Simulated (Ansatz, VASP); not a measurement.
## Ge2Sb2Te5 in VASP and in Ansatz

File INCAR:

```
SYSTEM = Ge2Sb2Te5
PREC = Accurate ; ENCUT = 520
EDIFF = 1E-7 ; ISMEAR = 0
SIGMA = 0.15 ; LREAL = .False.
LASPH = .True. ; NELM = 100
ALGO = Normal ; ISIF = 2
LWAVE = .False. ; LCHARG = .True.
GGA = PS ; LELF = .True.
LVHAR = .True. ; NBANDS = 44
```

The input KPOINTS:

```
Automatic mesh
0
Gamma
  11 11 3
  0 0 0
```

POSCAR

```
Ge2Sb2Te5
1.0
   -4.2017346381      0.0000000000      0.0000000000
   -2.1008673191     -3.6388089366      0.0000000000
    0.0000000000      0.0000000000     21.6060817248
Ge Sb Te
2 2 5
Direct
    1.0000000000      1.0000000000      0.6635509955
    0.0000000000      0.0000000000      0.1281743132
    0.3333333333      0.3333333333      0.4882523072
    0.6666666667      0.6666666667      0.3034730016
    0.0000000000      0.0000000000      0.3958626544
    0.3333333333      0.3333333333      0.2225209416
    0.6666666667      0.6666666667      0.5692043672
    0.3333333333      0.3333333333      0.7289273782
    0.6666666667      0.6666666667      0.0627979305
```

Input for Ansatz:

```yaml
crystal:
  lattice:
    - [-4.2017346381, 0.0, 0.0]
    - [-2.1008673191, -3.6388089366, 0.0]
    - [0.0, 0.0, 21.6060817248]
  atoms:
    - { symbol: Ge, position: [1.0, 1.0, 0.6635509955] }
    - { symbol: Ge, position: [0.0, 0.0, 0.1281743132] }
    - { symbol: Sb, position: [0.3333333333, 0.3333333333, 0.4882523072] }
    - { symbol: Sb, position: [0.6666666667, 0.6666666667, 0.3034730016] }
    - { symbol: Te, position: [0.0, 0.0, 0.3958626544] }
    - { symbol: Te, position: [0.3333333333, 0.3333333333, 0.2225209416] }
    - { symbol: Te, position: [0.6666666667, 0.6666666667, 0.5692043672] }
    - { symbol: Te, position: [0.3333333333, 0.3333333333, 0.7289273782] }
    - { symbol: Te, position: [0.6666666667, 0.6666666667, 0.0627979305] }
basis:
  ecutwfc: 420
kpoints:
  mp_grid: { grid: [11, 11, 3] }
hamiltonian:
  xc: pbesol
scf:
  occupations: { method: gaussian, width: 0.15 }
output:
  forces: true
  stress: true
  eigenvalues: true
```

Alike in both runs: task single point; functional PBEsol; k mesh 11 × 11 × 3; occupations gaussian, width 0.15 eV; no spin polarisation.

```csv
,VASP,Ansatz
version,VASP 6.6.1,Ansatz 0.2.0
potentials or method,"VASP PAW PBE potentials, release 64 (Ge_d, Sb, Te), cutoff 520 eV","scalar-relativistic, plane waves, PAW"
valence electrons in the cell,68,138
```

|  | VASP | Ansatz | Ansatz less VASP |
| --- | --- | --- | --- |
| gap on the k mesh at the Fermi level (eV) | 0.18 | 0.20 | +0.013 |
| least direct gap on the mesh (eV) | 0.48 | 0.49 | +0.009 |
| rms of the force components (eV/Å) | 0.020 | 0.027 | +0.0071 |

VASP's potentials were made for PBE, not for PBEsol. Atom by atom the forces differ by 0.013 eV/Å (rms over components). VASP's potentials hold 68 valence electrons a cell and Ansatz's 138, so a difference there can come from the potentials and not from the codes.

Neither program's run includes spin-orbit coupling.
